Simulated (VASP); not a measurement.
# Ta3Cu (I4/mmm) in VASP: a series of runs, part 2 of 2

VASP 6.6.1.

## (3) Single point, PBEsol

This run uses another cell than the first one, of 15.01 Å³/atom, 1.035 times its volume.

Contents of INCAR:

```
PREC = Accurate
ENCUT = 520
EDIFF = 1E-6
ISMEAR = -1
SIGMA = 0.05
LREAL = False
LASPH = True
NELM = 100
ALGO = Fast
ISIF = 2
LWAVE = False
LCHARG = False
GGA = PS
NBANDS = 30
```

Contents of KPOINTS:

```
Automatic mesh
0
Gamma
  9 9 9
```

Contents of POSCAR:

```
Ta3Cu
1.0
   -1.9386066230      1.9386066230      3.9930097097
    1.9386066230     -1.9386066230      3.9930097097
    1.9386066230      1.9386066230     -3.9930097097
Ta Cu
3 1
Direct
    0.5000000000      0.5000000000      0.0000000000
    0.2500000000      0.7500000000      0.5000000000
    0.7500000000      0.2500000000      0.5000000000
    0.0000000000      0.0000000000      0.0000000000
```

Potentials or basis: VASP PAW PBE potentials, release 64 (Ta_pv, Cu).

Launch:

```sh
> cat potpaw_PBE.64/Ta_pv/POTCAR potpaw_PBE.64/Cu/POTCAR > POTCAR
> mpirun -np 1 vasp_std > vasp.out
```

OUTCAR:

```text
PREC = Accurate
   ENCUT = 520
   EDIFF = 1E-6
   ISMEAR = -1
   LREAL = False
   LASPH = True
   NELM = 100
   ISIF = 2
   GGA = PS

 ion  position               nearest neighbor table
   1  0.500  0.500  0.000-   4 2.74   4 2.74   4 2.74   4 2.74   3 2.78   2 2.78   3 2.78   3 2.78
                             2 2.78   2 2.78   3 2.78   2 2.78
   2  0.250  0.750  0.500-   3 2.74   3 2.74   3 2.74   3 2.74   4 2.78   1 2.78   4 2.78   1 2.78
                             4 2.78   4 2.78   1 2.78   1 2.78
   3  0.750  0.250  0.500-   2 2.74   2 2.74   2 2.74   2 2.74   4 2.78   1 2.78   4 2.78   4 2.78
                             1 2.78   1 2.78   4 2.78   1 2.78
   4  0.000  0.000  0.000-   1 2.74   1 2.74   1 2.74   1 2.74   3 2.78   2 2.78   3 2.78   2 2.78
                             3 2.78   3 2.78   2 2.78   2 2.78

  LATTYP: Found a body centered tetragonal cell.
 ALAT       =     3.8772132460
 C/A-ratio  =     2.0597318003

  Lattice vectors:

 A1 = (  -1.9386066230,   1.9386066230,   3.9930097097)
 A2 = (   1.9386066230,  -1.9386066230,   3.9930097097)
 A3 = (   1.9386066230,   1.9386066230,  -3.9930097097)

Analysis of symmetry for initial positions (statically):
[... 179 lines left out ...]
 val. band max:        6.9710812450   @ k =  -0.2222   0.3333   0.1111
 cond. band min:       6.9767955356   @ k =  -0.1111   0.1111   0.0000
 fundamental gap:      0.0057142906
 Fermi energy:         6.9729357900

 k-point     1 :       0.0000    0.0000    0.0000
  band No.  band energies     occupation
      1     -27.6117      2.00000
      2     -27.3886      2.00000
      3     -27.3886      2.00000
      4     -27.0049      2.00000
      5     -27.0049      2.00000
      6     -26.8363      2.00000
[... 781 lines left out ...]
     29      11.4765      0.00000
     30      11.6507      0.00000

 [... further k-points ...]

------------------------ aborting loop because EDIFF is reached ----------------------------------------

  FORCE on cell =-STRESS in cart. coord.  units (eV):
  Direction    XX          YY          ZZ          XY          YZ          ZX
  --------------------------------------------------------------------------------------
  -------------------------------------------------------------------------------------
  Total        7.7161704      7.7161704      7.6176800      0.0000000      0.0000000     -0.0000000
  in kB      205.9551464    205.9551464    203.3263044      0.0000000      0.0000000     -0.0000000
  external PRESSURE =     205.0788657 kB  Pullay stress =       0.0000000 kB

 VOLUME and BASIS-vectors are now :
 -----------------------------------------------------------------------------
  energy-cutoff  :      520.00
  volume of cell :       60.03
      direct lattice vectors                 reciprocal lattice vectors
    -1.938606623  1.938606623  3.993009710     0.000000000  0.257917204  0.125218829
     1.938606623 -1.938606623  3.993009710     0.257917204  0.000000000  0.125218829
     1.938606623  1.938606623 -3.993009710     0.257917204  0.257917204  0.000000000

 POSITION                                       TOTAL-FORCE (eV/Angst)
 -----------------------------------------------------------------------------------
      0.00000      0.00000      3.99301         0.000000     -0.000000     -0.000000
      1.93861      0.00000      1.99650        -0.000000      0.000000      0.000000
      0.00000      1.93861      1.99650         0.000000     -0.000000      0.000000
      0.00000      0.00000      0.00000         0.000000     -0.000000     -0.000000
 -----------------------------------------------------------------------------------
    total drift:                               -0.000000      0.000000      0.000000

  FREE ENERGIE OF THE ION-ELECTRON SYSTEM (eV)
  ---------------------------------------------------
  free  energy   TOTEN  =       -40.9576497088 eV

  energy  without entropy=      -40.9245399862  energy(sigma->0) =      -40.94109485
```

OSZICAR:

```text
N       E                     dE             d eps       ncg     rms          rms(c)
DAV:   1     0.409365338921E+03    0.40937E+03   -0.23604E+04  4676   0.184E+03
DAV:   2    -0.210129558176E+02   -0.43038E+03   -0.41770E+03  4668   0.471E+02
DAV:   3    -0.449216850207E+02   -0.23909E+02   -0.22006E+02  5664   0.106E+02
[... 15 lines left out ...]
RMM:  19    -0.409576488524E+02   -0.64569E-05   -0.94640E-05  5284   0.384E-02    0.116E-02
RMM:  20    -0.409576493182E+02   -0.46576E-06   -0.13532E-05  5147   0.192E-02    0.416E-03
RMM:  21    -0.409576516361E+02   -0.23179E-05   -0.53638E-06  4586   0.172E-02    0.126E-02
RMM:  22    -0.409576503515E+02    0.12846E-05   -0.15095E-06  3685   0.125E-02    0.606E-03
RMM:  23    -0.409576497088E+02    0.64270E-06   -0.88226E-07  3184   0.661E-03
   1 F= -.40957650E+02 E0= -.40941095E+02  d E =-.331097E-01
```

stdout:

```text
POSCAR found type information on POSCAR TaCu
 POSCAR found :  2 types and       4 ions
 scaLAPACK will be used
 -----------------------------------------------------------------------------
|                                                                             |
|                                                                             |
|     You enforced a specific xc type in the INCAR file but a different       |
|     I HOPE YOU KNOW WHAT YOU ARE DOING!                                     |
|                                                                             |
 -----------------------------------------------------------------------------

 LDA part: xc-table for (Slater+PW92), standard interpolation
 POSCAR, INCAR and KPOINTS ok, starting setup
 FFT: planning ... GRIDC
 FFT: planning ... GRID_SOFT
 FFT: planning ... GRID
 WAVECAR not read
 entering main loop
```

Wall time 3 min (1 thread of AMD EPYC 9R45 (Zen 5), shared host); peak memory 0.26 GiB.

What came out:

| Quantity | Value |
| --- | --- |
| Free energy | -40.9576 eV |
| Pressure | 20.5 GPa |
| Band gap on the k mesh | zero (band 22 reaches 8.07 eV, above the bottom of band 23 at 6.44 eV) |

Stress tensor (GPa, compression positive):
```
20.60  0.00  0.00
 0.00 20.60  0.00
 0.00  0.00 20.33
```

Levels at points of the mesh, in eV from the Fermi level:
```
           k point  band 19  band 20  band 21  band 22  band 23  band 24  band 25  band 26
(0.00, 0.00, 0.00)    -1.97    -1.97    -0.27    -0.27     0.05     2.61     2.76     2.90
```

Caveat: the PAW data sets were made with another functional, which shifts forces and pressure a little; spin-orbit coupling is left out, which moves the levels of the heavy elements.

## (4) Single point, PBEsol

This run uses another cell than the first one, of 15.62 Å³/atom, 1.078 times its volume.

Contents of INCAR:

```
PREC = Accurate
ENCUT = 520
EDIFF = 1E-6
ISMEAR = -1
SIGMA = 0.05
LREAL = False
LASPH = True
NELM = 80
ALGO = Fast
ISIF = 2
LWAVE = False
LCHARG = True
GGA = PS
LELF = True
LVHAR = True
NBANDS = 30
```

KPOINTS is that of step 3.

Contents of POSCAR:

```
Ta3Cu
1.0
   -1.9611287418      1.9611287418      4.0608092560
    1.9611287418     -1.9611287418      4.0608092560
    1.9611287418      1.9611287418     -4.0608092560
Ta Cu
3 1
Direct
    0.5000000000      0.5000000000      0.0000000000
    0.2500000000      0.7500000000      0.5000000000
    0.7500000000      0.2500000000      0.5000000000
    0.0000000000      0.0000000000      0.0000000000
```

Launch:

```sh
> cat potpaw_PBE.64/Ta_pv/POTCAR potpaw_PBE.64/Cu/POTCAR > POTCAR
> mpirun -np 1 vasp_std > vasp.out
```

Run time: 3.7 min. Hardware: 1 thread of AMD EPYC 9R45 (Zen 5), shared host; peak memory 0.29 GiB.

Results (log left out):

```
Free energy            : -41.1912 eV
Pressure               : 10.5 GPa
Band gap on the k mesh : zero (band 22 reaches 7.62 eV, above the bottom of band 23 at 6.08 eV)
```

Stress tensor (GPa, compression positive):
```
10.60  0.00  0.00
 0.00 10.60  0.00
 0.00  0.00 10.38
```

Levels at points of the mesh, in eV from the Fermi level:
```tsv
k point	band 20	band 21	band 22	band 23	band 24	band 25
(0.00, 0.00, 0.00)	-1.86	-0.24	-0.24	0.05	2.48	2.49
```

Caveat: the PAW data sets were made with another functional, which shifts forces and pressure a little; spin-orbit coupling is left out, which moves the levels of the heavy elements.

## (5) Single point, PBEsol

This run uses another cell than the first one, of 15.97 Å³/atom, 1.102 times its volume.

Contents of INCAR:

```
SYSTEM = Ta3Cu
ALGO     = Fast           ! electronic algorithm
EDIFF    = 1E-7           ! SCF threshold, eV
ENCUT    = 520            ! plane-wave cutoff, eV
GGA      = PS             ! functional
ISIF     = 2              ! what is computed and relaxed
ISMEAR   = -1             ! smearing method
LASPH    = .TRUE.         ! aspherical terms in the spheres
LCHARG   = .TRUE.         ! write CHGCAR
LELF     = .TRUE.         ! ELF
LREAL    = .FALSE.        ! projectors in reciprocal space
LVHAR    = .TRUE.       
LWAVE    = .FALSE.        ! write WAVECAR
NBANDS   = 30             ! bands
NELM     = 100            ! most SCF steps
PREC     = Accurate       ! precision mode
SIGMA    = 0.05           ! smearing width, eV
```

Contents of KPOINTS:

```
k-points
0
G
  9 9 9
  0 0 0
```

Contents of POSCAR:

```
Ta3Cu
1.0
   -1.9736894358      1.9736894358      4.0999931176
    1.9736894358     -1.9736894358      4.0999931176
    1.9736894358      1.9736894358     -4.0999931176
Ta Cu
3 1
Direct
    0.5000000000      0.5000000000      0.0000000000
    0.2500000000      0.7500000000      0.5000000000
    0.7500000000      0.2500000000      0.5000000000
    0.0000000000      0.0000000000      0.0000000000
```

Launch:

```sh
> cat potpaw_PBE.64/Ta_pv/POTCAR potpaw_PBE.64/Cu/POTCAR > POTCAR
> mpirun -np 1 vasp_std > vasp.out
```

Run time: 4.2 min. Hardware: 1 thread of AMD EPYC 9R45 (Zen 5), shared host; peak memory 0.29 GiB.

The run converged. Its results:

- Free energy: -41.2605 eV
- Pressure: 5.4 GPa
- Band gap on the k mesh: zero (band 22 reaches 7.38 eV, above the bottom of band 23 at 5.88 eV)

Stress tensor (GPa, compression positive):
```
5.48 0.00 0.00
0.00 5.48 0.00
0.00 0.00 5.28
```

Levels at points of the mesh, in eV from the Fermi level:
```tsv
k point	band 20	band 21	band 22	band 23	band 24	band 25
(0.00, 0.00, 0.00)	-1.80	-0.22	-0.22	0.05	2.35	2.41
```

Caveat: the PAW data sets were made with another functional, which shifts forces and pressure a little; spin-orbit coupling is left out, which moves the levels of the heavy elements.

## (6) Single point, PBEsol

This run uses another cell than the first one, of 16.20 Å³/atom, 1.118 times its volume.

Contents of INCAR:

```
ALGO = Fast
EDIFF = 1E-7
ENCUT = 520
GGA = PS
ISIF = 2
ISMEAR = -1
LASPH = True
LCHARG = False
LREAL = False
LWAVE = False
NBANDS = 30
NELM = 100
PREC = Accurate
SIGMA = 0.05
```

Contents of KPOINTS:

```
k-points
0
Gamma
  9 9 9
```

Contents of POSCAR:

```
Ta3Cu
1.0
   -1.9819235224      1.9819235224      4.1251965654
    1.9819235224     -1.9819235224      4.1251965654
    1.9819235224      1.9819235224     -4.1251965654
Ta Cu
3 1
Direct
    0.5000000000      0.5000000000      0.0000000000
    0.2500000000      0.7500000000      0.5000000000
    0.7500000000      0.2500000000      0.5000000000
    0.0000000000      0.0000000000      0.0000000000
```

Potentials or basis: VASP PAW PBE potentials, release 64 (Ta_pv, Cu).

Launch:

```sh
> cat potpaw_PBE.64/Ta_pv/POTCAR potpaw_PBE.64/Cu/POTCAR > POTCAR
> mpirun -np 1 vasp_std > vasp.out
```

OUTCAR:

```text
EDIFF = 1E-7
   ENCUT = 520
   GGA = PS
   ISIF = 2
   ISMEAR = -1
   LASPH = True
   LREAL = False
   NELM = 100
   PREC = Accurate

 ion  position               nearest neighbor table
   1  0.500  0.500  0.000-   4 2.80   4 2.80   4 2.80   4 2.80   3 2.86   2 2.86   3 2.86   2 2.86
                             2 2.86   2 2.86   3 2.86   3 2.86
   2  0.250  0.750  0.500-   3 2.80   3 2.80   3 2.80   3 2.80   4 2.86   1 2.86   4 2.86   1 2.86
                             4 2.86   4 2.86   1 2.86   1 2.86
   3  0.750  0.250  0.500-   2 2.80   2 2.80   2 2.80   2 2.80   4 2.86   1 2.86   4 2.86   1 2.86
                             1 2.86   1 2.86   4 2.86   4 2.86
   4  0.000  0.000  0.000-   1 2.80   1 2.80   1 2.80   1 2.80   3 2.86   2 2.86   3 2.86   2 2.86
                             3 2.86   3 2.86   2 2.86   2 2.86

  LATTYP: Found a body centered tetragonal cell.
 ALAT       =     3.9638470448
 C/A-ratio  =     2.0814105685

  Lattice vectors:

 A1 = (  -1.9819235224,   1.9819235224,   4.1251965654)
 A2 = (   1.9819235224,  -1.9819235224,   4.1251965654)
 A3 = (   1.9819235224,   1.9819235224,  -4.1251965654)

Analysis of symmetry for initial positions (statically):
[... 181 lines left out ...]
 cond. band min:       6.2421139880   @ k =   0.1111   0.0000   0.0000
 fundamental gap:      0.0199218974
 Fermi energy:         6.2339172224

 k-point     1 :       0.0000    0.0000    0.0000
  band No.  band energies     occupation
      1     -28.3261      2.00000
      2     -28.1505      2.00000
      3     -28.1505      2.00000
      4     -27.8850      2.00000
      5     -27.8850      2.00000
      6     -27.7280      2.00000
[... 781 lines left out ...]
     29      10.4016      0.00000
     30      10.4966      0.00000

 [... further k-points ...]

------------------------ aborting loop because EDIFF is reached ----------------------------------------

  FORCE on cell =-STRESS in cart. coord.  units (eV):
  Direction    XX          YY          ZZ          XY          YZ          ZX
  --------------------------------------------------------------------------------------
  -------------------------------------------------------------------------------------
  Total        0.9658115      0.9658115      0.8864914      0.0000000      0.0000000      0.0000000
  in kB       23.8739648     23.8739648     21.9132450      0.0000000      0.0000000      0.0000000
  external PRESSURE =      23.2203915 kB  Pullay stress =       0.0000000 kB

 VOLUME and BASIS-vectors are now :
 -----------------------------------------------------------------------------
  energy-cutoff  :      520.00
  volume of cell :       64.82
      direct lattice vectors                 reciprocal lattice vectors
    -1.981923522  1.981923522  4.125196565     0.000000000  0.252280168  0.121206345
     1.981923522 -1.981923522  4.125196565     0.252280168  0.000000000  0.121206345
     1.981923522  1.981923522 -4.125196565     0.252280168  0.252280168  0.000000000

 POSITION                                       TOTAL-FORCE (eV/Angst)
 -----------------------------------------------------------------------------------
      0.00000      0.00000      4.12520         0.000000     -0.000000      0.000000
      1.98192     -0.00000      2.06260        -0.000000      0.000000      0.000000
     -0.00000      1.98192      2.06260         0.000000     -0.000000     -0.000000
      0.00000      0.00000      0.00000         0.000000     -0.000000      0.000000
 -----------------------------------------------------------------------------------
    total drift:                               -0.000000     -0.000000      0.000000

  FREE ENERGIE OF THE ION-ELECTRON SYSTEM (eV)
  ---------------------------------------------------
  free  energy   TOTEN  =       -41.2829171620 eV

  energy  without entropy=      -41.2478531022  energy(sigma->0) =      -41.26538513
```

OSZICAR:

```text
N       E                     dE             d eps       ncg     rms          rms(c)
DAV:   1     0.409829021737E+03    0.40983E+03   -0.23480E+04  4604   0.181E+03
DAV:   2    -0.211969090762E+02   -0.43103E+03   -0.41845E+03  4722   0.469E+02
DAV:   3    -0.450145812867E+02   -0.23818E+02   -0.22145E+02  5706   0.104E+02
[... 17 lines left out ...]
RMM:  21    -0.412829169472E+02   -0.36445E-06   -0.14140E-05  5365   0.144E-02    0.402E-03
RMM:  22    -0.412829177672E+02   -0.81994E-06   -0.36291E-06  5499   0.859E-03    0.660E-03
RMM:  23    -0.412829174537E+02    0.31342E-06   -0.57934E-07  4731   0.562E-03    0.409E-03
RMM:  24    -0.412829171972E+02    0.25648E-06   -0.38450E-07  4417   0.440E-03    0.120E-03
RMM:  25    -0.412829171620E+02    0.35207E-07   -0.19630E-07  3826   0.217E-03
   1 F= -.41282917E+02 E0= -.41265385E+02  d E =-.350641E-01
```

Run time: 4.4 min. Hardware: 1 thread of AMD EPYC 9R45 (Zen 5), shared host; peak memory 0.29 GiB.

Results:

```
Free energy            : -41.2829 eV
Pressure               : 2.3 GPa
Band gap on the k mesh : zero (band 22 reaches 7.23 eV, above the bottom of band 23 at 5.75 eV)
```

Caveat: the PAW data sets were made with another functional, which shifts forces and pressure a little; spin-orbit coupling is left out, which moves the levels of the heavy elements.

## (7) Summary

| cell | further INCAR settings | gap on the mesh (eV) | pressure (GPa) |
| --- | --- | --- | --- |
| a = 4.779 Å, angles 132.6, 132.6, 69.2°, 4 atoms | ALGO = Fast; EDIFF = 1e-07; NBANDS = 30 | none | 30.4 |
| a = 4.844 Å, angles 132.8, 132.8, 68.9°, 4 atoms | ALGO = Fast; EDIFF = 1e-06; NBANDS = 30 | none | 20.5 |
| a = 4.918 Å, angles 133.0, 133.0, 68.7°, 4 atoms | ALGO = Fast; EDIFF = 1e-06; NBANDS = 30 | none | 10.5 |
| a = 4.960 Å, angles 133.1, 133.1, 68.5°, 4 atoms | ALGO = Fast; EDIFF = 1e-07; NBANDS = 30 | none | 5.4 |
| a = 4.987 Å, angles 133.2, 133.2, 68.4°, 4 atoms | ALGO = Fast; EDIFF = 1e-07; NBANDS = 30 | none | 2.3 |

Alike in all rows: task single point; level PBEsol; potentials or basis VASP PAW PBE potentials, release 64 (Ta_pv, Cu); no spin polarisation; k mesh 9 × 9 × 9; cutoff (eV) 520; smearing fermi-dirac 0.05 eV.

Caveats: the PAW data sets were made with another functional, which shifts forces and pressure a little; spin-orbit coupling is left out, which moves the levels of the heavy elements.

Absolute energies hang on the potentials; compare differences alone.
